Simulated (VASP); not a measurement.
# Na (P6_3/mmc) in VASP: a series of runs

Runs on Na. Level: PBEsol. Tasks: single point.

All numbers are computed with VASP 6.6.1; they aren't measurements. Logs are shortened: lines on timing, memory, paths and dates and some standing lists are left out, and cuts for length are marked.

## Step 1: The cell of the first run

Symmetry: P6_3/mmc, No. 194, hexagonal system. The conventional cell has a = 3.742 Å, b = 3.742 Å, c = 6.113 Å, α = 90.00°, β = 90.00°, γ = 120.00°. Within 4.9 Å of Na (site symmetry -6m2) lie 12 Na at 3.74 Å.

## Step 2: Single point, PBEsol (volume scaled by 0.98)

INCAR reads:

```
SYSTEM = Na
PREC = Accurate
ENCUT = 520
EDIFF = 1E-6
ISMEAR = -1
SIGMA = 0.05
LREAL = .False.
LASPH = .True.
NELM = 80
ALGO = Normal
ISIF = 2
LWAVE = .False.
LCHARG = .True.
GGA = PS
LELF = .True.
LVHAR = .True.
NBANDS = 14
```

KPOINTS reads:

```
Automatic mesh
0
Gamma
  8 8 5
  0 0 0
```

POSCAR reads:

```
Na
1.0
    3.7417173590      0.0000000000      0.0000000000
   -1.8708586795      3.2404222867      0.0000000000
    0.0000000000      0.0000000000      6.1126967421
Na
2
Direct
    0.6666666667      0.3333333333      0.7500000000
    0.3333333333      0.6666666667      0.2500000000
```

Potentials or basis: VASP PAW PBE potentials, release 64 (Na_pv).

Launch:

```console
$ cat potpaw_PBE.64/Na_pv/POTCAR > POTCAR
$ mpirun -np 1 vasp_std > vasp.out
```

OUTCAR:

```text
SYSTEM = Na
   PREC = Accurate
   ENCUT = 520
   EDIFF = 1E-6
   ISMEAR = -1
   LREAL = .False.
   LASPH = .True.
   NELM = 80
   ISIF = 2
   GGA = PS

 ion  position               nearest neighbor table
   1  0.667  0.333  0.750-
   2  0.333  0.667  0.250-

  LATTYP: Found a hexagonal cell.
 ALAT       =     3.7417173590
 C/A-ratio  =     1.6336607380

  Lattice vectors:

 A1 = (   3.7417173590,   0.0000000000,   0.0000000000)
 A2 = (  -1.8708586795,   3.2404222867,   0.0000000000)
 A3 = (   0.0000000000,   0.0000000000,   6.1126967421)

Analysis of symmetry for initial positions (statically):
=====================================================================
 Subroutine PRICEL returns:
 Original cell was already a primitive cell.

 Routine SETGRP: Setting up the symmetry group for a
 hexagonal supercell.

 Subroutine GETGRP returns: Found 24 space group operations
 (whereof 12 operations were pure point group operations)
 out of a pool of 24 trial point group operations.

The static configuration has the point symmetry D_3d.
 The point group associated with its full space group is D_6h.

Analysis of symmetry for dynamics (positions and initial velocities):
=====================================================================
 Subroutine PRICEL returns:
 Original cell was already a primitive cell.

 Routine SETGRP: Setting up the symmetry group for a
 hexagonal supercell.

 Subroutine GETGRP returns: Found 24 space group operations
 (whereof 12 operations were pure point group operations)
 out of a pool of 24 trial point group operations.

The dynamic configuration has the point symmetry D_3d.
 The point group associated with its full space group is D_6h.

 Subroutine INISYM returns: Found 24 space group operations
 (whereof 12 operations are pure point group operations),
 and found     1 'primitive' translations

----------------------------------------------------------------------------------------

                                     Primitive cell

  volume of cell :      74.1149

  direct lattice vectors                    reciprocal lattice vectors
     3.741717359  0.000000000  0.000000000     0.267256958  0.154300877  0.000000000
    -1.870858679  3.240422287  0.000000000     0.000000000  0.308601754  0.000000000
     0.000000000  0.000000000  6.112696742     0.000000000  0.000000000  0.163593916

  length of vectors
     3.741717359  3.741717359  6.112696742     0.308601754  0.308601754  0.163593916

  position of ions in fractional coordinates (direct lattice)
     0.666666667  0.333333333  0.750000000
     0.333333333  0.666666667  0.250000000

  ion indices of the primitive-cell ions
   primitive index   ion index
                 1           1
                 2           2

----------------------------------------------------------------------------------------

 KPOINTS: Automatic mesh

Automatic generation of k-mesh.
 Grid dimensions read from file:
 generate k-points for:    8    8    5

 Generating k-lattice:

  Cartesian coordinates                     Fractional coordinates (reciprocal lattice)
     0.033407120  0.019287610  0.000000000     0.125000000  0.000000000  0.000000000
     0.000000000  0.038575219  0.000000000     0.000000000  0.125000000  0.000000000
     0.000000000  0.000000000  0.032718783     0.000000000  0.000000000  0.200000000

  Length of vectors
     0.038575219  0.038575219  0.032718783

  Shift w.r.t. Gamma in fractional coordinates (k-lattice)
     0.000000000  0.000000000  0.000000000

 Subroutine IBZKPT returns following result:
 ===========================================

 Found     30 irreducible k-points:

 Following reciprocal coordinates:
            Coordinates               Weight
  0.000000  0.000000  0.000000      1.000000
  0.125000  0.000000  0.000000      6.000000
  0.250000  0.000000  0.000000      6.000000
  0.375000  0.000000  0.000000      6.000000
  0.500000  0.000000  0.000000      3.000000
  0.125000  0.125000  0.000000      6.000000
[... 16 lines left out ...]
  0.250000  0.000000  0.400000     12.000000
  0.375000  0.000000  0.400000     12.000000
 [... further k-points ...]
   k-points           NKPTS =     30   k-points in BZ     NKDIM =     30   number of bands    NBANDS=     14
   number of dos      NEDOS =    301   number of ions     NIONS =      2
   total plane-waves  NPLWV =  37632
   dimension x,y,z NGX =    28 NGY =   28 NGZ =   48
   dimension x,y,z NGXF=    56 NGYF=   56 NGZF=   96
   ions per type =               2
   NGX,Y,Z   is equivalent  to a cutoff of  12.44, 12.44, 13.05 a.u.
   NGXF,Y,Z  is equivalent  to a cutoff of  24.88, 24.88, 26.11 a.u.
 SYSTEM =  Na
   PREC   = accura    normal or accurate (medium, high low for compatibility)
   ISTART =      0    job   : 0-new  1-cont  2-samecut
   ICHARG =      2    charge: 1-file 2-atom 10-const
   ISPIN  =      1    spin polarized calculation?
   LNONCOLLINEAR =      F non collinear calculations
   LSORBIT =      F    spin-orbit coupling
   LASPH  =      T    aspherical Exc in radial PAW
   ENCUT  =  520.0 eV  38.22 Ry    6.18 a.u.   6.96  6.96 11.37*2*pi/ulx,y,z
   NELM   =     80;   NELMIN=  2; NELMDL= -5     # of ELM steps
   EDIFF  = 0.1E-05   stopping-criterion for ELM
   LREAL  =      F    real-space projection
   EDIFFG = 0.1E-04   stopping-criterion for IOM
   NSW    =      0    number of steps for IOM
   IBRION =     -1    ionic relax: 0-MD 1-quasi-New 2-CG
   NFREE  =      0    steps in history (QN), initial steepest desc. (CG)
   ISIF   =      2    stress and relaxation
   ISYM   =      2    0-nonsym 1-usesym 2-fastsym
   POTIM  = 0.5000    time-step for ionic-motion
   TEBEG  =    0.0;   TEEND  =   0.0 temperature during run
   PSTRESS=    0.0 pullay stress
   NELECT =      14.0000    total number of electrons
   NUPDOWN=      -1.0000    fix difference up-down
   EMIN   =  10.00;   EMAX   =-10.00  energy-range for DOS
   EFERMI =   0.00;   METHOD = LEGACY
   ISMEAR =    -1;   SIGMA  =   0.05  broadening in eV -4-tet -1-fermi 0-gaus
   EFERMI_NEDOS =   21; number of points for ismear=-14 and -15
   IALGO  =     38    algorithm
   IMIX   =      4    mixing-type and parameters
     AMIX     =   0.40;   BMIX     =  1.00
     AMIX_MAG =   1.60;   BMIX_MAG =  1.00
  volume/ion in A,a.u.               =      37.06       250.08
  Fermi-wavevector in a.u.,A,eV,Ry     =   0.939325  1.775066 12.004838  0.882331
  Thomas-Fermi vector in A             =   2.066625
   LORBIT       =      0    0 simple, 1 ext, 2 COOP (PROOUT), +10 PAW based schemes
   GGA     = PS    functional components
   LHFCALC =     F    Hartree Fock is set to
   AEXX    =    0.0000 exact exchange contribution
   IVDW    =     0    specifies the selected vdW correction
   LEPSILON=     F    determine dielectric tensor
   LRPA    =     F    only Hartree local field effects (RPA)
 non-spin polarized calculation
  energy-cutoff  :      520.00
  volume of cell :       74.11
 maximum number of plane-waves:      2011
 NGX is ok and might be reduce to    28
   NGX = 13   NGY = 13   NGZ = 23

 number of electron      14.0000001 magnetization

 Free energy of the ion-electron system (eV)
  ---------------------------------------------------
  ext. energy  EPLUGINS =         0.00000000
  ---------------------------------------------------
  free energy    TOTEN  =        -2.79889316 eV

  energy without entropy =       -2.79234174  energy(sigma->0) =       -2.79561745

 E-fermi :   0.2599     XC(G=0):  -6.5017

 val. band max:        0.1082319415   @ k =   0.3750   0.1250   0.2000
 cond. band min:       0.2798153381   @ k =   0.1250   0.1250   0.2000
 fundamental gap:      0.1715833966
 Fermi energy:         0.2598559809

 k-point     1 :       0.0000    0.0000    0.0000
  band No.  band energies     occupation
      1     -24.5099      2.00000
      2     -24.4793      2.00000
      3     -24.4793      2.00000
      4     -24.4745      2.00000
      5     -24.4744      2.00000
      6     -24.4744      2.00000
      7      -2.9733      2.00000
      8       0.8493      0.00002
      9       1.2725      0.00000
     10      10.2889      0.00000
     11      10.2889      0.00000
     12      10.6575      0.00000
     13      10.6575      0.00000
     14      10.7808      0.00000

 k-point     2 :       0.1250    0.0000    0.0000
  band No.  band energies     occupation
      1     -24.5082      2.00000
      2     -24.4832      2.00000
      3     -24.4806      2.00000
      4     -24.4784      2.00000
      5     -24.4751      2.00000
      6     -24.4750      2.00000
      7      -2.7422      2.00000
      8       1.0547      0.00000
      9       1.4965      0.00000
     10       7.6651      0.00000
     11       9.1454      0.00000
     12       9.4756      0.00000
     13      11.0594      0.00000
     14      11.5597      0.00000

 k-point     3 :       0.2500    0.0000    0.0000
  band No.  band energies     occupation
      1     -24.5035      2.00000
      2     -24.4927      2.00000
      3     -24.4880      2.00000
      4     -24.4835      2.00000
      5     -24.4772      2.00000
      6     -24.4768      2.00000
      7      -2.0552      2.00000
      8       1.6728      0.00000
      9       2.1391      0.00000
     10       5.0143      0.00000
     11       7.9954      0.00000
     12       8.2024      0.00000
     13       8.3599      0.00000
     14      10.0276      0.00000
[... 324 lines left out ...]
 k-point    23 :       0.2500    0.0000    0.4000
  band No.  band energies     occupation
      1     -24.4995      2.00000
      2     -24.4948      2.00000
      3     -24.4859      2.00000
      4     -24.4812      2.00000
      5     -24.4811      2.00000
      6     -24.4791      2.00000
      7      -1.4046      2.00000
      8      -0.6029      2.00000
      9       5.1943      0.00000
     10       5.8799      0.00000
     11       6.2189      0.00000
     12       7.7619      0.00000
     13       8.7493      0.00000
     14       9.4338      0.00000

 k-point    24 :       0.3750    0.0000    0.4000
  band No.  band energies     occupation
      1     -24.5057      2.00000
      2     -24.5034      2.00000
      3     -24.4866      2.00000
      4     -24.4836      2.00000
      5     -24.4822      2.00000
      6     -24.4812      2.00000
      7      -0.2938      1.99997
      8       0.4877      0.02077
      9       3.1936      0.00000
     10       3.9441      0.00000
     11       6.5669      0.00000
     12       8.1675      0.00000
     13       8.1809      0.00000
     14       8.8623      0.00000

 [... further k-points ...]

------------------------ aborting loop because EDIFF is reached ----------------------------------------

  FORCE on cell =-STRESS in cart. coord.  units (eV):
  Direction    XX          YY          ZZ          XY          YZ          ZX
  --------------------------------------------------------------------------------------
  -------------------------------------------------------------------------------------
  Total       -0.0155630     -0.0155630     -0.1293826      0.0000000      0.0000000      0.0000000
  in kB       -0.3364323     -0.3364323     -2.7969271      0.0000000      0.0000000      0.0000000
  external PRESSURE =      -1.1565973 kB  Pullay stress =       0.0000000 kB

 VOLUME and BASIS-vectors are now :
 -----------------------------------------------------------------------------
  energy-cutoff  :      520.00
  volume of cell :       74.11
      direct lattice vectors                 reciprocal lattice vectors
     3.741717359  0.000000000  0.000000000     0.267256958  0.154300877  0.000000000
    -1.870858679  3.240422287  0.000000000     0.000000000  0.308601754  0.000000000
     0.000000000  0.000000000  6.112696742     0.000000000  0.000000000  0.163593916

 POSITION                                       TOTAL-FORCE (eV/Angst)
 -----------------------------------------------------------------------------------
      1.87086      1.08014      4.58452         0.000000      0.000000      0.000000
     -0.00000      2.16028      1.52817        -0.000000      0.000000      0.000000
 -----------------------------------------------------------------------------------
    total drift:                                0.000000     -0.000000      0.000000

  FREE ENERGIE OF THE ION-ELECTRON SYSTEM (eV)
  ---------------------------------------------------
  free  energy   TOTEN  =        -2.7988931581 eV

  energy  without entropy=       -2.7923417350  energy(sigma->0) =       -2.79561745
```

Wall time 11 s (1 thread of Intel Xeon Platinum 8488C (Sapphire Rapids), shared host); peak memory 0.18 GiB.

What came out:

```yaml
Free_energy: -2.7989 eV
Pressure: -0.1 GPa
Band_gap_on_the_k_mesh: zero (band 7 reaches 1.74 eV, above the bottom of band 8 at -1.50 eV)
```

Stress tensor (GPa, compression positive):
```
-0.03  0.00  0.00
 0.00 -0.03  0.00
 0.00  0.00 -0.28
```

Levels at points of the mesh, in eV from the Fermi level:
| k point | band 5 | band 6 | band 7 | band 8 | band 9 | band 10 |
| --- | --- | --- | --- | --- | --- | --- |
| (0.00, 0.00, 0.00) | -24.73 | -24.73 | -3.23 | 0.59 | 1.01 | 10.03 |
| (0.50, 0.00, 0.00) | -24.74 | -24.74 | 0.28 | 0.41 | 3.89 | 3.92 |

Caveat: the cell differs from its parent crystal (volume scaled by 0.98); the PAW data sets were made with another functional, which shifts forces and pressure a little.

## Step 3: Single point, PBEsol

This run uses another cell than the first one, of 37.81 Å³/atom, 1.020 times its volume.

INCAR reads:

```
PREC = Accurate ; ENCUT = 520
EDIFF = 1E-6 ; ISMEAR = -1
SIGMA = 0.05 ; LREAL = F
LASPH = T ; NELM = 80
ALGO = Fast ; ISIF = 2
LWAVE = F ; LCHARG = T
GGA = PS ; LELF = T
LVHAR = T ; NBANDS = 14
```

KPOINTS reads:

```
Automatic mesh
0
Gamma
  8 8 5
```

POSCAR reads:

```
Na
1.0
    3.7670000000      0.0000000000      0.0000000000
   -1.8835000000      3.2623176961      0.0000000000
    0.0000000000      0.0000000000      6.1540000000
Na
2
Direct
    0.6666666667      0.3333333333      0.7500000000
    0.3333333333      0.6666666667      0.2500000000
```

Potentials or basis: VASP PAW PBE potentials, release 64 (Na_pv).

Launch:

```console
$ cat potpaw_PBE.64/Na_pv/POTCAR > POTCAR
$ mpirun -np 1 vasp_std > vasp.out
```

Wall time 16 s (1 thread of Intel Xeon Platinum 8488C (Sapphire Rapids), shared host); peak memory 0.18 GiB.

It converged, with:

| Quantity | Value |
| --- | --- |
| Free energy | -2.7970 eV |
| Pressure | -0.3 GPa |
| Band gap on the k mesh | zero (band 7 reaches 1.67 eV, above the bottom of band 8 at -1.53 eV) |

Stress tensor (GPa, compression positive):
```
-0.21  0.00  0.00
 0.00 -0.21  0.00
 0.00  0.00 -0.45
```

Levels at points of the mesh, in eV from the Fermi level:
```csv
k point,band 3,band 4,band 5,band 6,band 7,band 8,band 9,band 10,band 11,band 12
"(0.00, 0.00, 0.00)",-24.75,-24.75,-24.75,-24.75,-3.19,0.59,0.99,9.92,9.92,10.26
"(0.50, 0.00, 0.00)",-24.77,-24.76,-24.76,-24.75,0.28,0.40,3.86,3.87,4.34,4.58
```

Caveat: the PAW data sets were made with another functional, which shifts forces and pressure a little.

## Step 4: Single point, PBEsol (volume scaled by 1.02)

INCAR reads:

```
SYSTEM = Na
ALGO     = Normal         ! electronic algorithm
EDIFF    = 1E-6           ! SCF threshold, eV
ENCUT    = 520            ! plane-wave cutoff, eV
GGA      = PS             ! functional
ISIF     = 2              ! what is computed and relaxed
ISMEAR   = -1             ! smearing method
LASPH    = .True.         ! aspherical terms in the spheres
LCHARG   = .False.        ! write CHGCAR
LREAL    = .False.        ! projectors in reciprocal space
LWAVE    = .False.        ! write WAVECAR
NBANDS   = 14             ! bands
NELM     = 100            ! most SCF steps
PREC     = Accurate       ! precision mode
SIGMA    = 0.05           ! smearing width, eV
```

KPOINTS reads:

```
k-points
0
Gamma
  8 8 5
  0 0 0
```

POSCAR reads:

```
Na
1.0
    3.7919477469      0.0000000000      0.0000000000
   -1.8959738735      3.2839230787      0.0000000000
    0.0000000000      0.0000000000      6.1947561546
Na
2
Direct
    0.6666666667      0.3333333333      0.7500000000
    0.3333333333      0.6666666667      0.2500000000
```

Launch:

```console
$ cat potpaw_PBE.64/Na_pv/POTCAR > POTCAR
$ mpirun -np 1 vasp_std > vasp.out
```

Wall time 9.5 s (1 thread of Intel Xeon Platinum 8488C (Sapphire Rapids), shared host); peak memory 0.18 GiB.

The run converged. Its results:

```
Free energy            : -2.7938 eV
Pressure               : -0.4 GPa
Band gap on the k mesh : zero (band 7 reaches 1.61 eV, above the bottom of band 8 at -1.56 eV)
```

Stress tensor (GPa, compression positive):
```
-0.31  0.00  0.00
 0.00 -0.31  0.00
 0.00  0.00 -0.54
```

Levels at points of the mesh, in eV from the Fermi level:
| k point | band 5 | band 6 | band 7 | band 8 | band 9 | band 10 |
| --- | --- | --- | --- | --- | --- | --- |
| (0.00, 0.00, 0.00) | -24.77 | -24.77 | -3.15 | 0.59 | 0.97 | 9.81 |
| (0.50, 0.00, 0.00) | -24.77 | -24.77 | 0.28 | 0.39 | 3.82 | 3.83 |

Caveat: the cell differs from its parent crystal (volume scaled by 1.02); the PAW data sets were made with another functional, which shifts forces and pressure a little.

## Step 5: The runs side by side

```csv
cell,gap on the mesh (eV),pressure (GPa)
"a = 3.742, b = 3.742, c = 6.113 Å, angles 90.0, 90.0, 120.0°, 2 atoms",none,-0.1
"a = 3.767, b = 3.767, c = 6.154 Å, angles 90.0, 90.0, 120.0°, 2 atoms",none,-0.3
"a = 3.792, b = 3.792, c = 6.195 Å, angles 90.0, 90.0, 120.0°, 2 atoms",none,-0.4
```

Alike in all rows: task single point; level PBEsol; potentials or basis VASP PAW PBE potentials, release 64 (Na_pv); no spin polarisation; k mesh 8 × 8 × 5; cutoff (eV) 520; smearing fermi-dirac 0.05 eV.

Caveats: the PAW data sets were made with another functional, which shifts forces and pressure a little.

Absolute energies hang on the potentials; compare differences alone.
